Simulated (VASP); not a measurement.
Write the native input for VASP 6.6.1 that does the following.

| Quantity | Value |
| --- | --- |
| Task | single point |
| Functional | r2SCAN |
| Potentials or basis | VASP PAW PBE potentials, release 64 (Pb_d, Te) |
| Cutoff | 520 eV |
| k mesh | 8 × 8 × 8 |
| Occupations | gaussian, width 0.01 eV |
| Spin | no spin polarisation |
| Dipole correction | no |
| Further INCAR settings | ALGO = Normal; EDIFF = 1e-06; NBANDS = 17 |

Crystal: TePb.

```
Pb Te
1.0
     0.00000    3.20248    3.20248
     3.20248    0.00000    3.20248
     3.20248    3.20248    0.00000
Pb Te
1 1
Direct
  0.00000 0.00000 0.00000
  0.50000 0.50000 0.50000
```

This cell differs from its parent crystal: strain -2.0%.

The input as run:

POSCAR

```
TePb
1.0
    0.0000000000      3.2024801118      3.2024801118
    3.2024801118      0.0000000000      3.2024801118
    3.2024801118      3.2024801118      0.0000000000
Pb Te
1 1
Direct
    0.0000000000      0.0000000000      0.0000000000
    0.5000000000      0.5000000000      0.5000000000
```

INCAR.step1

```
SYSTEM = TePb
  PREC = Accurate
  ENCUT = 520
  ISMEAR = 0
  SIGMA = 0.01
  LREAL = .False.
  LASPH = .True.
  NELM = 80
  NBANDS = 17
  GGA = PE
  ALGO = Normal
  EDIFF = 1E-4
  LWAVE = .True.
  LCHARG = .False.
```

INCAR.step2

```
SYSTEM = TePb
  PREC = Accurate
  ENCUT = 520
  EDIFF = 1E-6
  ISMEAR = 0
  SIGMA = 0.01
  LREAL = .False.
  LASPH = .True.
  NELM = 80
  ALGO = Normal
  ISIF = 2
  LWAVE = .False.
  LCHARG = .False.
  METAGGA = R2SCAN
  LMIXTAU = .True.
  NBANDS = 17
  ISTART = 1
```

KPOINTS

```
regular mesh
0
Gamma
  8 8 8
  0 0 0
```

Potentials or basis: VASP PAW PBE potentials, release 64 (Pb_d, Te).

Command:

```console
$ cat potpaw_PBE.64/Pb_d/POTCAR potpaw_PBE.64/Te/POTCAR > POTCAR
$ cp INCAR.step1 INCAR
$ mpirun -np 1 vasp_std > vasp.out
$ cp INCAR.step2 INCAR
$ mpirun -np 1 vasp_std > vasp.out
```

Results of the run:

```yaml
Pressure: 2.9 GPa
Band_gap_on_the_k_mesh: 0.96 eV
```

Caveat: the cell differs from its parent crystal (strain -2.0%); the PAW data sets were made with another functional, which shifts forces and pressure a little; spin-orbit coupling is left out, which moves the levels of the heavy elements.

Run time: 2.3 min on 1 thread of Intel Xeon 8259CL, with other jobs on the host, peak memory 0.23 GiB.
